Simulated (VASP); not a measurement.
**TiO2: G0W0 quasiparticle levels with PBE**

TiO2:

```xyz
6
Lattice="4.5940 0.0000 0.0000 0.0000 4.5940 0.0000 0.0000 0.0000 2.9590" Properties=species:S:1:pos:R:3 pbc="T T T"
Ti    0.0000    0.0000    0.0000
Ti    2.2970    2.2970    1.4795
O     1.4003    1.4003    0.0000
O     3.1937    3.1937    0.0000
O     3.6973    0.8967    1.4795
O     0.8967    3.6973    1.4795
```

- Program: VASP 6.6.1
- Task: G0W0 quasiparticle levels
- Functional: PBE
- Potentials or basis: VASP PAW PBE potentials, release 64 (Ti_sv_GW, O_GW)
- Cutoff: 500 eV
- k mesh: 2 × 2 × 2
- Occupations: gaussian, width 0.01 eV
- Spin: no spin polarisation
- Dipole correction: no
- GW scheme: G0W0
- GW iterations: 1
- Cutoff of the response function: 100
- Frequency points: 48
- Empty bands: 101
- Further INCAR settings: ALGO = EVGW0; EDIFF = 1e-08; NBANDS = 125

```
Band gap on the k mesh, mean-field level : 1.69 eV, direct
Quasiparticle gap                        : 3.18 eV
Least direct quasiparticle gap           : 3.28 eV
```

Levels at points of the mesh, in eV from the valence-band top:
| k point | band 20 | band 21 | band 22 | band 23 | band 24 | band 25 | band 26 | band 27 | band 28 |
| --- | --- | --- | --- | --- | --- | --- | --- | --- | --- |
| (0.00, 0.00, 0.00) | -2.01 | -0.72 | -0.45 | -0.45 | 0.00 | 1.69 | 2.02 | 2.22 | 2.31 |
| (0.50, 0.00, 0.00) | -3.10 | -1.68 | -1.68 | -0.75 | -0.75 | 2.39 | 2.39 | 2.85 | 2.92 |
| (0.50, 0.50, 0.00) | -2.23 | -1.33 | -1.33 | -1.07 | -1.07 | 1.74 | 1.74 | 2.33 | 2.33 |
| (0.00, 0.00, 0.50) | -2.80 | -2.40 | -2.40 | -1.44 | -1.44 | 2.80 | 2.84 | 2.99 | 3.10 |
| (0.50, 0.00, 0.50) | -2.40 | -2.08 | -2.08 | -1.04 | -1.04 | 1.73 | 1.73 | 3.02 | 3.06 |
| (0.50, 0.50, 0.50) | -2.77 | -1.30 | -1.30 | -0.68 | -0.68 | 2.42 | 2.44 | 3.03 | 3.06 |

It took 120 s on 1 thread of AMD EPYC 9R45 96-Core Processor (Zen 5), on a shared host, peak memory 0.58 GiB.

Caveat: the k points lie up to 1.06 Å⁻¹ apart; bands, screening cutoff and mesh are small and nothing is extrapolated, so the quasiparticle values aren't converged. A k mesh can miss the band edges.
